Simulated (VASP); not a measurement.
# Cr (Pm-3m) in VASP: further runs

The runs below take Cr through single point, with PBE.

Everything below comes from runs of VASP 6.6.1. Logs are shortened: lines on timing, memory, paths and dates and some standing lists are left out, and cuts for length are marked.

### 1 The cell of the first run

It takes space group Pm-3m (No. 221, cubic). The conventional cell has a = 2.339 Å, b = 2.339 Å, c = 2.339 Å, α = 90.00°, β = 90.00°, γ = 90.00°. Cr (site symmetry m-3m) has 6 Cr at 2.34 Å within 3.1 Å.

This isn't the form of Cr at room conditions, which is bcc.

### 2 Single point, PBE

INCAR

```
  PREC = Accurate
  ENCUT = 500
  EDIFF = 1E-6
  ISMEAR = -1
  SIGMA = 0.06122561905347299
  LREAL = F
  LASPH = T
  NELM = 120
  ALGO = Normal
  ISIF = 2
  LWAVE = F
  LCHARG = F
  GGA = PE
  NBANDS = 12
  GGA_COMPAT = F
```

KPOINTS

```
Automatic mesh
0
Gamma
  23 23 23
```

POSCAR

```
Cr
1.0
    2.3392300289      0.0000000000      0.0000000000
    0.0000000000      2.3392300289      0.0000000000
    0.0000000000      0.0000000000      2.3392300289
Cr
1
Direct
    0.0000000000      0.0000000000      0.0000000000
```

Potentials or basis: VASP PAW PBE potentials, release 64 (Cr_pv).

The run is started by

```sh
$ cat potpaw_PBE.64/Cr_pv/POTCAR > POTCAR
$ mpirun -np 1 vasp_std > vasp.out
```

OUTCAR:

```text
PREC = Accurate
   ENCUT = 500
   EDIFF = 1E-6
   ISMEAR = -1
   LREAL = F
   LASPH = T
   NELM = 120
   ISIF = 2
   GGA = PE

 ion  position               nearest neighbor table
   1  0.000  0.000  0.000-

  LATTYP: Found a simple cubic cell.
 ALAT       =     2.3392300289

  Lattice vectors:

 A1 = (   2.3392300289,   0.0000000000,   0.0000000000)
 A2 = (   0.0000000000,   2.3392300289,   0.0000000000)
 A3 = (   0.0000000000,   0.0000000000,   2.3392300289)

Analysis of symmetry for initial positions (statically):
=====================================================================
 Subroutine PRICEL returns:
 Original cell was already a primitive cell.

 Routine SETGRP: Setting up the symmetry group for a
 simple cubic supercell.

 Subroutine GETGRP returns: Found 48 space group operations
 (whereof 48 operations were pure point group operations)
 out of a pool of 48 trial point group operations.

The static configuration has the point symmetry O_h .

Analysis of symmetry for dynamics (positions and initial velocities):
=====================================================================
 Subroutine PRICEL returns:
 Original cell was already a primitive cell.

 Routine SETGRP: Setting up the symmetry group for a
 simple cubic supercell.

 Subroutine GETGRP returns: Found 48 space group operations
 (whereof 48 operations were pure point group operations)
 out of a pool of 48 trial point group operations.

The dynamic configuration has the point symmetry O_h .

 Subroutine INISYM returns: Found 48 space group operations
 (whereof 48 operations are pure point group operations),
 and found     1 'primitive' translations

----------------------------------------------------------------------------------------

                                     Primitive cell

  volume of cell :      12.8003

  direct lattice vectors                    reciprocal lattice vectors
     2.339230029  0.000000000  0.000000000     0.427491092  0.000000000  0.000000000
     0.000000000  2.339230029  0.000000000     0.000000000  0.427491092  0.000000000
     0.000000000  0.000000000  2.339230029     0.000000000  0.000000000  0.427491092

  length of vectors
     2.339230029  2.339230029  2.339230029     0.427491092  0.427491092  0.427491092

  position of ions in fractional coordinates (direct lattice)
     0.000000000  0.000000000  0.000000000

  ion indices of the primitive-cell ions
   primitive index   ion index
                 1           1

----------------------------------------------------------------------------------------

 KPOINTS: Automatic mesh

Automatic generation of k-mesh.
 Grid dimensions read from file:
 generate k-points for:   23   23   23

 Generating k-lattice:

  Cartesian coordinates                     Fractional coordinates (reciprocal lattice)
     0.018586569  0.000000000  0.000000000     0.043478261  0.000000000  0.000000000
     0.000000000  0.018586569  0.000000000     0.000000000  0.043478261  0.000000000
     0.000000000  0.000000000  0.018586569     0.000000000  0.000000000  0.043478261

  Length of vectors
     0.018586569  0.018586569  0.018586569

  Shift w.r.t. Gamma in fractional coordinates (k-lattice)
     0.000000000  0.000000000  0.000000000

 Subroutine IBZKPT returns following result:
 ===========================================

 Found    364 irreducible k-points:

 Following reciprocal coordinates:
            Coordinates               Weight
  0.000000  0.000000  0.000000      1.000000
  0.043478  0.000000  0.000000      6.000000
  0.086957  0.000000  0.000000      6.000000
  0.130435  0.000000  0.000000      6.000000
  0.173913  0.000000  0.000000      6.000000
  0.217391  0.000000  0.000000      6.000000
[... 16 lines left out ...]
  0.478261  0.043478  0.000000     24.000000
  0.086957  0.086957  0.000000     12.000000
 [... further k-points ...]
   k-points           NKPTS =    364   k-points in BZ     NKDIM =    364   number of bands    NBANDS=     12
   number of dos      NEDOS =    301   number of ions     NIONS =      1
   total plane-waves  NPLWV =   5832
   dimension x,y,z NGX =    18 NGY =   18 NGZ =   18
   dimension x,y,z NGXF=    36 NGYF=   36 NGZF=   36
   ions per type =               1
   NGX,Y,Z   is equivalent  to a cutoff of  12.79, 12.79, 12.79 a.u.
   NGXF,Y,Z  is equivalent  to a cutoff of  25.58, 25.58, 25.58 a.u.
 SYSTEM =  unknown system
   PREC   = accura    normal or accurate (medium, high low for compatibility)
   ISTART =      0    job   : 0-new  1-cont  2-samecut
   ICHARG =      2    charge: 1-file 2-atom 10-const
   ISPIN  =      1    spin polarized calculation?
   LNONCOLLINEAR =      F non collinear calculations
   LSORBIT =      F    spin-orbit coupling
   LASPH  =      T    aspherical Exc in radial PAW
   ENCUT  =  500.0 eV  36.75 Ry    6.06 a.u.   4.26  4.26  4.26*2*pi/ulx,y,z
   NELM   =    120;   NELMIN=  2; NELMDL= -5     # of ELM steps
   EDIFF  = 0.1E-05   stopping-criterion for ELM
   LREAL  =      F    real-space projection
   EDIFFG = 0.1E-04   stopping-criterion for IOM
   NSW    =      0    number of steps for IOM
   IBRION =     -1    ionic relax: 0-MD 1-quasi-New 2-CG
   NFREE  =      0    steps in history (QN), initial steepest desc. (CG)
   ISIF   =      2    stress and relaxation
   ISYM   =      2    0-nonsym 1-usesym 2-fastsym
   POTIM  = 0.5000    time-step for ionic-motion
   TEBEG  =    0.0;   TEEND  =   0.0 temperature during run
   PSTRESS=    0.0 pullay stress
   NELECT =      12.0000    total number of electrons
   NUPDOWN=      -1.0000    fix difference up-down
   EMIN   =  10.00;   EMAX   =-10.00  energy-range for DOS
   EFERMI =   0.00;   METHOD = LEGACY
   ISMEAR =    -1;   SIGMA  =   0.06  broadening in eV -4-tet -1-fermi 0-gaus
   EFERMI_NEDOS =   21; number of points for ismear=-14 and -15
   IALGO  =     38    algorithm
   IMIX   =      4    mixing-type and parameters
     AMIX     =   0.40;   BMIX     =  1.00
     AMIX_MAG =   1.60;   BMIX_MAG =  1.00
  volume/ion in A,a.u.               =      12.80        86.38
  Fermi-wavevector in a.u.,A,eV,Ry     =   1.602245  3.027804 34.928737  2.567190
  Thomas-Fermi vector in A             =   2.699096
   LORBIT       =      0    0 simple, 1 ext, 2 COOP (PROOUT), +10 PAW based schemes
   GGA     = PE    functional components
   LHFCALC =     F    Hartree Fock is set to
   AEXX    =    0.0000 exact exchange contribution
   IVDW    =     0    specifies the selected vdW correction
   LEPSILON=     F    determine dielectric tensor
   LRPA    =     F    only Hartree local field effects (RPA)
 non-spin polarized calculation
  energy-cutoff  :      500.00
  volume of cell :       12.80
 maximum number of plane-waves:       341
 NGX is ok and might be reduce to    18
   NGX =  9   NGY =  9   NGZ =  9

 number of electron      12.0000002 magnetization

 Free energy of the ion-electron system (eV)
  ---------------------------------------------------
  ext. energy  EPLUGINS =         0.00000000
  ---------------------------------------------------
  free energy    TOTEN  =        -8.50659343 eV

  energy without entropy =       -8.48897799  energy(sigma->0) =       -8.49778571

 E-fermi :   9.6596     XC(G=0): -12.9566

 val. band max:        9.6508891948   @ k =   0.3478   0.3043   0.1739
 cond. band min:       9.6623786615   @ k =   0.3913   0.1739   0.1304
 fundamental gap:      0.0114894667
 Fermi energy:         9.6596021672

 k-point     1 :       0.0000    0.0000    0.0000
  band No.  band energies     occupation
      1     -32.8688      2.00000
      2     -32.8688      2.00000
      3     -32.8688      2.00000
      4       2.3114      2.00000
      5       6.4858      2.00000
      6       6.4858      2.00000
      7      12.1203      0.00000
      8      12.1203      0.00000
      9      12.1203      0.00000
     10      17.1822      0.00000
     11      29.2591      0.00000
     12      29.2591      0.00000

 k-point     2 :       0.0435    0.0000    0.0000
  band No.  band energies     occupation
      1     -32.8887      2.00000
      2     -32.8671      2.00000
      3     -32.8671      2.00000
      4       2.3722      2.00000
      5       6.4990      2.00000
      6       6.5297      2.00000
      7      12.0780      0.00000
      8      12.0780      0.00000
      9      12.1235      0.00000
     10      17.1821      0.00000
     11      28.6387      0.00000
     12      29.3514      0.00000

 k-point     3 :       0.0870    0.0000    0.0000
  band No.  band energies     occupation
      1     -32.9468      2.00000
      2     -32.8622      2.00000
      3     -32.8622      2.00000
      4       2.5518      2.00000
      5       6.5376      2.00000
      6       6.6594      2.00000
      7      11.9561      0.00000
      8      11.9562      0.00000
      9      12.1330      0.00000
     10      17.1821      0.00000
     11      27.2808      0.00000
     12      29.6238      0.00000
[... 286 lines left out ...]
 k-point    23 :       0.4783    0.0435    0.0000
  band No.  band energies     occupation
      1     -33.8902      2.00000
      2     -32.7961      2.00000
      3     -32.7758      2.00000
      4       6.5940      2.00000
      5       7.2838      2.00000
      6       8.7328      2.00000
      7      10.1832      0.00039
      8      10.4190      0.00001
      9      12.2601      0.00000
     10      16.9413      0.00000
     11      17.2132      0.00000
     12      30.5983      0.00000

 k-point    24 :       0.0870    0.0870    0.0000
  band No.  band energies     occupation
      1     -32.9447      2.00000
      2     -32.9350      2.00000
      3     -32.8555      2.00000
      4       2.7887      2.00000
      5       6.6491      2.00000
      6       6.7743      2.00000
      7      11.7867      0.00000
      8      11.9397      0.00000
      9      12.0019      0.00000
     10      17.1821      0.00000
     11      27.4234      0.00000
     12      27.7100      0.00000

 [... further k-points ...]

------------------------ aborting loop because EDIFF is reached ----------------------------------------

  FORCE on cell =-STRESS in cart. coord.  units (eV):
  Direction    XX          YY          ZZ          XY          YZ          ZX
  --------------------------------------------------------------------------------------
  -------------------------------------------------------------------------------------
  Total       -0.0060562     -0.0060562     -0.0060562     -0.0000000      0.0000000     -0.0000000
  in kB       -0.7580418     -0.7580418     -0.7580418     -0.0000000      0.0000000     -0.0000000
  external PRESSURE =      -0.7580418 kB  Pullay stress =       0.0000000 kB

 VOLUME and BASIS-vectors are now :
 -----------------------------------------------------------------------------
  energy-cutoff  :      500.00
  volume of cell :       12.80
      direct lattice vectors                 reciprocal lattice vectors
     2.339230029  0.000000000  0.000000000     0.427491092  0.000000000  0.000000000
     0.000000000  2.339230029  0.000000000     0.000000000  0.427491092  0.000000000
     0.000000000  0.000000000  2.339230029     0.000000000  0.000000000  0.427491092

 POSITION                                       TOTAL-FORCE (eV/Angst)
 -----------------------------------------------------------------------------------
      0.00000      0.00000      0.00000         0.000000      0.000000      0.000000
 -----------------------------------------------------------------------------------
    total drift:                                0.000000      0.000000     -0.000000

  FREE ENERGIE OF THE ION-ELECTRON SYSTEM (eV)
  ---------------------------------------------------
  free  energy   TOTEN  =        -8.5065934260 eV

  energy  without entropy=       -8.4889779922  energy(sigma->0) =       -8.49778571
```

Run time: 61 s. Hardware: 1 thread of AMD EPYC 7R13, shared host; peak memory 0.13 GiB.

What came out:

| Item | Value |
| --- | --- |
| Free energy | -8.5066 eV |
| Pressure | -0.1 GPa |
| Band gap on the k mesh | zero (bands 6 and 7 overlap by 1.68 eV) |

Caveat: the run has no spin polarisation, though such a crystal can be magnetic.

(Part 1 of 2 ends here.)
